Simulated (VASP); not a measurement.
# Mg15GaO16 (a cell with a defect) in VASP: relaxation of the atoms with PBE

Aim: the relaxation of the atoms of Mg15GaO16 (a cell with a defect) with PBE.

Everything below comes from runs of VASP 6.6.1. Logs are shortened: lines on timing, memory, paths and dates and some standing lists are left out, and cuts for length are marked.

### 1 The cell of the first run

The cell holds a defect, 32 atoms: a = 7.367 Å, b = 7.367 Å, c = 7.367 Å, α = 109.47°, β = 109.47°, γ = 109.47°.

### 2 Relaxation of the atoms, PBE

INCAR

```
SYSTEM = Mg15GaO16
PREC = Accurate
ENCUT = 520
EDIFF = 1E-6
ISMEAR = 0
SIGMA = 0.02
LREAL = Auto
LASPH = .TRUE.
NELM = 80
ALGO = Normal
ISIF = 2
LWAVE = .FALSE.
LCHARG = .FALSE.
GGA = PE
IBRION = 2
NSW = 60
EDIFFG = -0.03
NELECT = 138.0
```

KPOINTS

```
Automatic mesh
0
Gamma
  2 2 2
  0.5 0.5 0.5
```

POSCAR

```
Mg15GaO16
1.0
    4.2535896649     -4.2535896649      4.2535896649
   -4.2535896649      4.2535896649      4.2535896649
   -4.2535896649     -4.2535896649     -4.2535896649
Ga Mg O
1 15 16
Direct
    0.2500000000      0.7500000000      0.0000000000
    0.5011546380      0.7500000000      0.7488453620
    0.7500000000      0.7500000000      0.5000000000
   -0.0011546380      0.0011546380      1.0000000000
    0.2500000000      0.0011546380      0.7488453620
   -0.0011546380      0.7500000000      0.2511546380
    0.7500000000      0.2500000000      0.0000000000
    0.5011546380      0.0011546380      0.5023092760
    0.7523092760      0.0011546380      0.2511546380
   -0.0011546380      0.2476907240      0.7488453620
    0.5011546380      0.4988453620      0.0000000000
    0.2500000000      0.2500000000      0.5000000000
    0.7476907240      0.4988453620      0.7488453620
    0.5011546380      0.2523092760      0.2511546380
   -0.0011546380      0.4988453620      0.4976907240
    0.2500000000      0.4988453620      0.2511546380
    0.2500000000      0.0082599393      0.2582599393
    0.5082599393      0.0082599393      0.0000000000
    0.7500000000      0.0000000000      0.7500000000
    0.0000000000      0.2500000000      0.2500000000
    0.2500000000      0.2500000000      0.0000000000
    0.0000000000      0.0000000000      0.5000000000
    0.7500000000      0.5000000000      0.2500000000
    0.5000000000      0.2500000000      0.7500000000
    0.7500000000      0.2500000000      0.5000000000
   -0.0082599393      0.4917400607      0.0000000000
    0.5082599393      0.7500000000      0.2582599393
    0.2500000000      0.4917400607      0.7417400607
    0.7500000000      0.7500000000      0.0000000000
    0.5000000000      0.5000000000      0.5000000000
   -0.0082599393      0.7500000000      0.7417400607
    0.2500000000      0.7500000000      0.5000000000
```

Potentials or basis: VASP PAW PBE potentials, release 64 (Ga_d, Mg, O).

The run is started by

```bash
> cat potpaw_PBE.64/Ga_d/POTCAR potpaw_PBE.64/Mg/POTCAR potpaw_PBE.64/O/POTCAR > POTCAR
> mpirun -np 1 vasp_std > vasp.out
```

OUTCAR:

```text
SYSTEM = Mg15GaO16
   PREC = Accurate
   ENCUT = 520
   EDIFF = 1E-6
   ISMEAR = 0
   LREAL = Auto
   LASPH = .TRUE.
   NELM = 80
   ISIF = 2
   GGA = PE
   IBRION = 2
   NSW = 60
   EDIFFG = -0.03
   NELECT = 138.0

 ion  position               nearest neighbor table
   1  0.250  0.750  0.000-  17 2.20  18 2.20  26 2.20  27 2.20  28 2.20  31 2.20   9 3.02  14 3.02
                             8 3.02  15 3.02  10 3.02  13 3.02   6 3.02  11 3.02  16 3.02   2 3.02
   2  0.501  0.750  0.749-  19 2.12  30 2.12  29 2.13  32 2.13  28 2.14  18 2.14   3 2.99   4 2.99
                            16 2.99  13 2.99   8 2.99   7 3.01  12 3.01   9 3.02   1 3.02  11 3.02
   3  0.750  0.750  0.500-  27 2.06  31 2.06  23 2.13  19 2.13  30 2.13  22 2.13   2 2.99   6 2.99
                            10 2.99  14 2.99   8 3.01   9 3.01   5 3.01  13 3.01   4 3.01  15 3.01
   4  0.999  0.001  0.000-  19 2.12  20 2.12  21 2.13  29 2.13  17 2.14  31 2.14   7 2.99   2 2.99
                            16 2.99  10 2.99   9 2.99  12 3.01   3 3.01   1 3.02  14 3.02   5 3.02
   5  0.250  0.001  0.749-  22 2.12  24 2.12  21 2.13  32 2.13  31 2.14  18 2.14  12 2.99  11 2.99
                             6 2.99  10 2.99   8 2.99   7 3.01   3 3.01   1 3.02   2 3.02   4 3.02
   6  0.999  0.750  0.251-  22 2.12  23 2.12  29 2.13  32 2.13  17 2.14  26 2.14   3 2.99   5 2.99
                            11 2.99   9 2.99  15 2.99  12 3.01   7 3.01  16 3.02   4 3.02   1 3.02
   7  0.750  0.250  0.000-  18 2.06  26 2.06  20 2.13  23 2.13  24 2.13  19 2.13   4 2.99  11 2.99
                             8 2.99  15 2.99  10 3.01   6 3.01  13 3.01  14 3.01   9 3.01  16 3.01
   8  0.501  0.001  0.502-  19 2.12  24 2.12  25 2.13  32 2.13  27 2.14  17 2.14   7 2.99  10 2.99
                            13 2.99   5 2.99   2 2.99  12 3.01   3 3.01   9 3.02  14 3.02   1 3.02
   9  0.752  0.001  0.251-  20 2.12  22 2.12  25 2.13  29 2.13  27 2.14  18 2.14  12 2.99  15 2.99
[... 17 lines left out ...]
  19  0.750  0.000  0.750-   2 2.12   4 2.12   8 2.12  10 2.12   3 2.13   7 2.13
  20  0.000  0.250  0.250-   4 2.12  16 2.12  15 2.12   9 2.12   7 2.13  12 2.13
  21  0.250  0.250  0.000-   4 2.13   5 2.13  11 2.13  16 2.13  14 2.13  10 2.13
  22  0.000  0.000  0.500-   5 2.12   6 2.12   9 2.12  10 2.12   3 2.13  12 2.13
[... 8 lines left out ...]
  31  0.992  0.750  0.742-   3 2.06  13 2.14  15 2.14   4 2.14   5 2.14   1 2.20
  32  0.250  0.750  0.500-   2 2.13   5 2.13   6 2.13  16 2.13  15 2.13   8 2.13

  LATTYP: Found a body centered cubic cell.
 ALAT       =     8.5071793298

  Lattice vectors:

 A1 = (   4.2535896649,  -4.2535896649,   4.2535896649)
 A2 = (  -4.2535896649,   4.2535896649,   4.2535896649)
 A3 = (  -4.2535896649,  -4.2535896649,  -4.2535896649)

Analysis of symmetry for initial positions (statically):
=====================================================================
 Subroutine PRICEL returns:
 Original cell was already a primitive cell.

 Routine SETGRP: Setting up the symmetry group for a
 body centered cubic supercell.

 Subroutine GETGRP returns: Found 48 space group operations
 (whereof  4 operations were pure point group operations)
 out of a pool of 48 trial point group operations.

The static configuration has the point symmetry C_2v.
 The point group associated with its full space group is O_h .
[... 179 lines left out ...]
   IVDW    =     0    specifies the selected vdW correction
   LEPSILON=     F    determine dielectric tensor
   LRPA    =     F    only Hartree local field effects (RPA)
 conjugate gradient relaxation of ions
 non-spin polarized calculation
 Gauss-broadening in eV      SIGMA  =   0.02
  energy-cutoff  :      520.00
  volume of cell :      307.84
 maximum number of plane-waves:      8280
 NGX is ok and might be reduce to    54
   NGX = 27   NGY = 27   NGZ = 27

--------------------------------------- Ionic step        1  -------------------------------------------

 number of electron     138.0000075 magnetization

 Free energy of the ion-electron system (eV)
  ---------------------------------------------------
  ext. energy  EPLUGINS =         0.00000000
  ---------------------------------------------------
  free energy    TOTEN  =      -194.13432120 eV

  energy without entropy =     -194.13432120  energy(sigma->0) =     -194.13432120

------------------------ aborting loop because EDIFF is reached ----------------------------------------

  FORCE on cell =-STRESS in cart. coord.  units (eV):
  Direction    XX          YY          ZZ          XY          YZ          ZX
  --------------------------------------------------------------------------------------
  -------------------------------------------------------------------------------------
  Total      -10.0965706    -10.0965706    -10.0965706      0.0000000     -0.0000000     -0.0000000
  in kB      -52.5481827    -52.5481827    -52.5481827      0.0000000     -0.0000000     -0.0000000
  external PRESSURE =     -52.5481827 kB  Pullay stress =       0.0000000 kB
[... 251 lines left out ...]
--------------------------------------- Ionic step        5  -------------------------------------------

 number of electron     138.0000069 magnetization

 Free energy of the ion-electron system (eV)
  ---------------------------------------------------
  ext. energy  EPLUGINS =         0.00000000
  ---------------------------------------------------
  free energy    TOTEN  =      -194.96562910 eV

  energy without entropy =     -194.96562910  energy(sigma->0) =     -194.96562910

 E-fermi :   3.0289     XC(G=0): -11.0126

 val. band max:        2.8555736196   @ k =  -0.2500   0.2500   0.2500
 cond. band min:       8.0526615430   @ k =  -0.2500   0.2500   0.2500
 fundamental gap:      5.1970879233
 Fermi energy:         3.0289482764

 k-point     1 :       0.2500    0.2500    0.2500
  band No.  band energies     occupation
      1     -13.9606      2.00000
      2     -13.5088      2.00000
      3     -13.5088      2.00000
      4     -13.5088      2.00000
      5     -13.1644      2.00000
      6     -13.1644      2.00000
[... 73 lines left out ...]
     80      12.5793      0.00000
     81      12.5793      0.00000

 k-point     2 :      -0.2500    0.2500    0.2500
  band No.  band energies     occupation
      1     -14.0696      2.00000
      2     -13.4939      2.00000
      3     -13.3209      2.00000
      4     -13.3022      2.00000
      5     -13.3022      2.00000
      6     -13.1915      2.00000
[... 73 lines left out ...]
     80      12.8217      0.00000
     81      12.8895      0.00000
 [bands above 81 left out]

------------------------ aborting loop because EDIFF is reached ----------------------------------------

  FORCE on cell =-STRESS in cart. coord.  units (eV):
  Direction    XX          YY          ZZ          XY          YZ          ZX
  --------------------------------------------------------------------------------------
  -------------------------------------------------------------------------------------
  Total       -9.8741832     -9.8741832     -9.8741832      0.0000000      0.0000000     -0.0000000
  in kB      -51.3907547    -51.3907547    -51.3907547      0.0000000      0.0000000     -0.0000000
  external PRESSURE =     -51.3907547 kB  Pullay stress =       0.0000000 kB
[... 47 lines left out ...]
  FREE ENERGIE OF THE ION-ELECTRON SYSTEM (eV)
  ---------------------------------------------------
  free  energy   TOTEN  =      -194.9656290988 eV

  energy  without entropy=     -194.9656290988  energy(sigma->0) =     -194.96562910

 reached required accuracy - stopping structural energy minimisation
```

CONTCAR:

```text
Mg15GaO16
   1.00000000000000
     4.2535896648999998   -4.2535896648999998    4.2535896648999998
    -4.2535896648999998    4.2535896648999998    4.2535896648999998
    -4.2535896648999998   -4.2535896648999998   -4.2535896648999998
  Ga              Mg              O
     1    15    16
Direct
     0.2500000000000000    0.7500000000000000    0.0000000000000000
     0.5012716066476542    0.7500000000000000    0.7487283933523458
     0.7500000000000000    0.7500000000000000    0.5000000000000000
     0.9987283933523458    0.0012716066476543    0.0000000000000000
     0.2500000000000000    0.0012716066476543    0.7487283933523458
     0.9987283933523458    0.7500000000000000    0.2512716066476543
[... 24 lines left out ...]
     0.0075101393753862    0.7500000000000000    0.7575101393753862
     0.2500000000000000    0.7500000000000000    0.5000000000000000

  0.00000000E+00  0.00000000E+00  0.00000000E+00
  0.00000000E+00  0.00000000E+00  0.00000000E+00
  0.00000000E+00  0.00000000E+00  0.00000000E+00
  0.00000000E+00  0.00000000E+00  0.00000000E+00
  0.00000000E+00  0.00000000E+00  0.00000000E+00
  0.00000000E+00  0.00000000E+00  0.00000000E+00
[... 24 lines left out ...]
  0.00000000E+00  0.00000000E+00  0.00000000E+00
  0.00000000E+00  0.00000000E+00  0.00000000E+00
```

Wall time 13 min (1 thread of Intel Xeon Platinum 8375C at 2.90GHz (Ice Lake), shared host); peak memory 0.47 GiB.

Results:

| Property | Result |
| --- | --- |
| Free energy | -194.9656 eV |
| Energy gained by relaxing | 26.0 meV/atom |
| Ionic steps | 5 |
| Largest force after relaxing | 0.025 eV/Å |

Forces on the atoms (eV/Å):
```
Ga   0.000  0.000  0.000
Mg  -0.012  0.000 -0.012
Mg   0.000  0.000  0.000
Mg   0.012 -0.012  0.000
Mg   0.000 -0.012 -0.012
Mg   0.012  0.000  0.012
Mg   0.000  0.000  0.000
Mg   0.012  0.012  0.000
Mg   0.000  0.012 -0.012
Mg  -0.012  0.000  0.012
Mg  -0.012  0.012  0.000
Mg   0.000  0.000  0.000
Mg   0.000 -0.012  0.012
Mg   0.012  0.000 -0.012
Mg  -0.012 -0.012  0.000
Mg   0.000  0.012  0.012
O   -0.025  0.000  0.000
O    0.000  0.000  0.025
O    0.000  0.000  0.000
O    0.000  0.000  0.000
O    0.000  0.000  0.000
O    0.000  0.000  0.000
O    0.000  0.000  0.000
O    0.000  0.000  0.000
O    0.000  0.000  0.000
O    0.000  0.000 -0.025
O    0.000 -0.025  0.000
O    0.025  0.000  0.000
O    0.000  0.000  0.000
O    0.000  0.000  0.000
O    0.000  0.025  0.000
O    0.000  0.000  0.000
```

Step by step:
| step | energy change (eV) | largest force (eV/Å) | pressure (GPa) |
| --- | --- | --- | --- |
| 1 | 0.0000 | 2.0282 | -5.25 |
| 2 | -0.7511 | 0.4265 | -5.33 |
| 3 | -0.7647 | 0.3828 | -5.25 |
| 4 | -0.8263 | 0.1153 | -5.18 |
| 5 | -0.8313 | 0.0246 | -5.14 |

Final structure:
```
Ga Mg O
1.0
     4.25359   -4.25359    4.25359
    -4.25359    4.25359    4.25359
    -4.25359   -4.25359   -4.25359
Ga Mg O
1 15 16
Direct
  0.25000 0.75000 0.00000
  0.50127 0.75000 0.74873
  0.75000 0.75000 0.50000
  0.99873 0.00127 0.00000
  0.25000 0.00127 0.74873
  0.99873 0.75000 0.25127
  0.75000 0.25000 0.00000
  0.50127 0.00127 0.50254
  0.75254 0.00127 0.25127
  0.99873 0.24746 0.74873
  0.50127 0.49873 0.00000
  0.25000 0.25000 0.50000
  0.74746 0.49873 0.74873
  0.50127 0.25254 0.25127
  0.99873 0.49873 0.49746
  0.25000 0.49873 0.25127
  0.25000 0.99249 0.24249
  0.49249 0.99249 0.00000
  0.75000 0.00000 0.75000
  0.00000 0.25000 0.25000
  0.25000 0.25000 0.00000
  0.00000 0.00000 0.50000
  0.75000 0.50000 0.25000
  0.50000 0.25000 0.75000
  0.75000 0.25000 0.50000
  0.00751 0.50751 0.00000
  0.49249 0.75000 0.24249
  0.25000 0.50751 0.75751
  0.75000 0.75000 0.00000
  0.50000 0.50000 0.50000
  0.00751 0.75000 0.75751
  0.25000 0.75000 0.50000
```

Caveat: the cell carries a net charge on a neutralising background, which shifts energy and pressure; the cell is charged against a uniform background, so pressure and absolute levels hang on convention.
